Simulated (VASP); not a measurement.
# BiSbTe2S (P-6m2) in VASP: a series of runs, part 2 of 2

VASP 6.6.1. Earlier steps stand in the parts before.

## 4. Relaxation of cell and atoms, PBE

File INCAR:

```
SYSTEM = BiSbTe2S
  PREC = Accurate
  ENCUT = 600
  EDIFF = 1E-7
  ISMEAR = 0
  SIGMA = 0.1
  LREAL = .FALSE.
  LASPH = .TRUE.
  NELM = 60
  ALGO = Normal
  ISIF = 3
  LWAVE = .FALSE.
  LCHARG = .FALSE.
  GGA = PE
  IBRION = 2
  NSW = 90
  EDIFFG = -0.04
```

File KPOINTS:

```
Automatic mesh
0
G
  6 6 2
  0 0 0
```

File POSCAR:

```
BiSbTe2S
1.0
    4.8123615300      0.0000000000      0.0000000000
   -2.4061807700      4.1676273400      0.0000000000
    0.0000000000      0.0000000000      8.3457547900
Sb Bi Te S
1 1 2 1
Direct
    0.3333333300      0.6666666700      0.0000000000
    0.3333333300      0.6666666700      0.5000000000
    0.3333333300      0.6666666700      0.2513265200
    0.3333333300      0.6666666700      0.7486734800
    0.6666666700      0.3333333300      0.0000000000
```

Potentials or basis: VASP PAW PBE potentials, release 64 (Sb, Bi_d, Te, S).

On the command line:

```console
cat potpaw_PBE.64/Sb/POTCAR potpaw_PBE.64/Bi_d/POTCAR potpaw_PBE.64/Te/POTCAR potpaw_PBE.64/S/POTCAR > POTCAR
mpirun -np 1 vasp_std > vasp.out
```

OUTCAR:

```text
SYSTEM = BiSbTe2S
   PREC = Accurate
   ENCUT = 600
   EDIFF = 1E-7
   ISMEAR = 0
   LREAL = .FALSE.
   LASPH = .TRUE.
   NELM = 60
   ISIF = 3
   GGA = PE
   IBRION = 2
   NSW = 90
   EDIFFG = -0.04

 ion  position               nearest neighbor table
   1  0.333  0.667  0.000-   3 2.10   4 2.10   5 2.78   5 2.78   5 2.78
   2  0.333  0.667  0.500-   3 2.08   4 2.08
   3  0.333  0.667  0.251-   2 2.08   1 2.10
   4  0.333  0.667  0.749-   2 2.08   1 2.10
   5  0.667  0.333  0.000-   1 2.78   1 2.78   1 2.78

  LATTYP: Found a hexagonal cell.
 ALAT       =     4.8123615300
 C/A-ratio  =     1.7342327126

  Lattice vectors:

 A1 = (   4.8123615300,   0.0000000000,   0.0000000000)
 A2 = (  -2.4061807700,   4.1676273400,   0.0000000000)
 A3 = (   0.0000000000,   0.0000000000,   8.3457547900)
[... 654 lines left out ...]
  free  energy   TOTEN  =       -12.7161544786 eV

  energy  without entropy=      -12.6435498017  energy(sigma->0) =      -12.67985214

[... ionic steps 4 to 16 ...]

--------------------------------------- Ionic step       17  -------------------------------------------

 number of electron      38.0000010 magnetization

------------------------ aborting loop because EDIFF is reached ----------------------------------------
[... 73 lines left out ...]
--------------------------------------- Ionic step       19  -------------------------------------------

 number of electron      38.0000008 magnetization

 Free energy of the ion-electron system (eV)
  ---------------------------------------------------
  ext. energy  EPLUGINS =         0.00000000
  ---------------------------------------------------
  free energy    TOTEN  =       -16.20887897 eV

  energy without entropy =      -16.18930799  energy(sigma->0) =      -16.19909348

 E-fermi :   2.9359     XC(G=0):  -7.8177

 val. band max:        2.9143467515   @ k =   0.3333   0.3333   0.5000
 cond. band min:       2.9682810305   @ k =   0.0000   0.0000   0.0000
 fundamental gap:      0.0539342790
 Fermi energy:         2.9358791580

 k-point     1 :       0.0000    0.0000    0.0000
  band No.  band energies     occupation
      1     -20.2044      2.00000
      2     -20.0921      2.00000
      3     -20.0921      2.00000
      4     -20.0843      2.00000
      5     -20.0843      2.00000
      6     -10.8910      2.00000
[... 385 lines left out ...]
  FREE ENERGIE OF THE ION-ELECTRON SYSTEM (eV)
  ---------------------------------------------------
  free  energy   TOTEN  =       -16.2088789679 eV

  energy  without entropy=      -16.1893079877  energy(sigma->0) =      -16.19909348

 reached required accuracy - stopping structural energy minimisation
```

Run time: 17 min. Hardware: 1 thread of Intel Xeon Platinum 8488C (Sapphire Rapids), shared host; peak memory 0.41 GiB.

What came out:

* Free energy: -16.2089 eV
* Relaxed volume: 41.83 Å³/atom
* Relaxed cell: a = 4.614 Å, b = 4.614 Å, c = 11.345 Å, α = 90.00°, β = 90.00°, γ = 120.00°
* Space group after relaxing (to 0.1 Å): P-6m2 (No. 187)
* Pressure after relaxing: 0.0 GPa
* Largest force after relaxing: 0.018 eV/Å
* Band gap on the k mesh: zero (bands 19 and 20 overlap by 0.12 eV)

Forces in eV/Å, atoms in the order of the input:
```
Sb   0.000  0.000  0.000
Bi   0.000  0.000  0.000
Te   0.000  0.000 -0.018
Te   0.000  0.000  0.018
S    0.000  0.000  0.000
```

Final structure:
```
CELL_PARAMETERS angstrom
4.61369 0.00000 0.00000
-2.30685 3.99558 0.00000
0.00000 0.00000 11.34521
ATOMIC_POSITIONS crystal
Sb 0.33333 0.66667 0.00000
Bi 0.33333 0.66667 0.50000
Te 0.33333 0.66667 0.25559
Te 0.33333 0.66667 0.74441
S 0.66667 0.33333 0.00000
```

Levels at points of the mesh, in eV from the Fermi level:
| k point | band 15 | band 16 | band 17 | band 18 | band 19 | band 20 | band 21 | band 22 | band 23 |
| --- | --- | --- | --- | --- | --- | --- | --- | --- | --- |
| (0.00, 0.00, 0.00) | -0.85 | -0.85 | -0.24 | -0.24 | 0.03 | 0.65 | 0.65 | 1.24 | 1.94 |
| (0.50, 0.00, 0.00) | -2.39 | -1.18 | -1.13 | -0.65 | -0.36 | 0.29 | 0.81 | 1.14 | 2.42 |
| (0.00, 0.00, 0.50) | -0.84 | -0.82 | -0.82 | -0.40 | -0.40 | 1.07 | 1.07 | 1.57 | 1.57 |
| (0.50, 0.00, 0.50) | -2.43 | -1.87 | -1.47 | -1.27 | -0.48 | -0.05 | 1.05 | 2.16 | 3.61 |

Caveat: the k points lie up to 0.28 Å⁻¹ apart in the final cell; the volume moved by over 15 % at a fixed basis, so the end points are rough; spin-orbit coupling is left out, which moves the levels of the heavy elements.

## 5. Single point, PBE

This run uses another cell than the first one, of 42.83 Å³/atom.

File INCAR:

```
ALGO     = Normal         # electronic algorithm
EDIFF    = 1E-6           # SCF threshold, eV
ENCUT    = 520            # plane-wave cutoff, eV
GGA      = PE             # functional
ISIF     = 2              # what is computed and relaxed
ISMEAR   = 0              # smearing method
LASPH    = T              # aspherical terms in the spheres
LCHARG   = T              # write CHGCAR
LELF     = T              # ELF
LREAL    = F              # projectors in reciprocal space
LVHAR    = T            
LWAVE    = F              # write WAVECAR
NBANDS   = 27             # bands
NELM     = 60             # most SCF steps
PREC     = Accurate       # precision mode
SIGMA    = 0.1            # smearing width, eV
```

File KPOINTS:

```
k-points
0
Gamma
  12 12 4
```

File POSCAR:

```
BiSbTe2S
1.0
    4.6391731066      0.0000000000      0.0000000000
   -2.3195865533      4.0176417628      0.0000000000
    0.0000000000      0.0000000000     11.4890853224
Sb Bi Te S
1 1 2 1
Direct
    0.3333333333      0.6666666667      0.0000000000
    0.3333333333      0.6666666667      0.5000000000
    0.3333333333      0.6666666667      0.2583687300
    0.3333333333      0.6666666667      0.7416312700
    0.6666666667      0.3333333333      0.0000000000
```

On the command line:

```console
cat potpaw_PBE.64/Sb/POTCAR potpaw_PBE.64/Bi_d/POTCAR potpaw_PBE.64/Te/POTCAR potpaw_PBE.64/S/POTCAR > POTCAR
mpirun -np 1 vasp_std > vasp.out
```

Wall time 3.3 min (1 thread of Intel Xeon Platinum 8488C (Sapphire Rapids), shared host); peak memory 0.58 GiB.

It converged, with:

```
Free energy            : -16.3364 eV
Pressure               : -0.1 GPa
Largest force          : 0.003 eV/Å
Band gap on the k mesh : zero (bands 19 and 20 overlap by 0.21 eV)
```

Forces in eV/Å, atoms in the order of the input:
```
Sb   0.000  0.000  0.000
Bi   0.000  0.000  0.000
Te   0.000  0.000  0.003
Te   0.000  0.000 -0.003
S    0.000  0.000  0.000
```

Levels at points of the mesh, in eV from the Fermi level:
```csv
k point,band 15,band 16,band 17,band 18,band 19,band 20,band 21,band 22,band 23,band 24
"(0.00, 0.00, 0.00)",-0.76,-0.76,-0.14,-0.14,0.09,0.77,0.77,1.33,1.94,1.94
"(0.50, 0.00, 0.00)",-2.29,-1.11,-1.07,-0.53,-0.27,0.34,0.82,1.18,2.45,3.70
"(0.00, 0.00, 0.50)",-0.74,-0.74,-0.67,-0.26,-0.26,1.15,1.15,1.60,1.60,3.47
"(0.50, 0.00, 0.50)",-2.31,-1.75,-1.39,-1.19,-0.39,0.01,1.10,2.22,3.63,3.66
```

Caveat: spin-orbit coupling is left out, which moves the levels of the heavy elements.

## 6. Overview

```tsv
task	cell	k mesh	cutoff (eV)	gap on the mesh (eV)	pressure (GPa)	largest force (eV/Å)
single point	a = 4.812, b = 4.812, c = 8.346 Å, angles 90.0, 90.0, 120.0°, 5 atoms, atomic positions A	6 × 6 × 2	520	none	64.4	6.28
single point	a = 4.613, b = 4.613, c = 11.355 Å, angles 90.0, 90.0, 120.0°, 5 atoms, atomic positions B	6 × 6 × 2	520	none	-0.1	0.02
relaxation of cell and atoms	relaxed from a = 4.812, b = 4.812, c = 8.346 Å, angles 90.0, 90.0, 120.0°, 5 atoms, atomic positions A	6 × 6 × 2	600	none	0.0	0.02
single point	a = 4.639, b = 4.639, c = 11.489 Å, angles 90.0, 90.0, 120.0°, 5 atoms, atomic positions C	12 × 12 × 4	520	none	-0.1	-
```

Alike in all rows: level PBE; potentials or basis VASP PAW PBE potentials, release 64 (Sb, Bi_d, Te, S); no spin polarisation; smearing gaussian 0.1 eV.

Caveats: some runs use coarse meshes; spin-orbit coupling is left out, which moves the levels of the heavy elements; forces of over 1 eV/Å act on the atoms, so gaps and moduli don't describe the material at rest (at least some runs); the volume moved by over 15 % at a fixed basis, so the end points are rough (at least some runs).

Absolute energies hang on the potentials; compare differences alone.
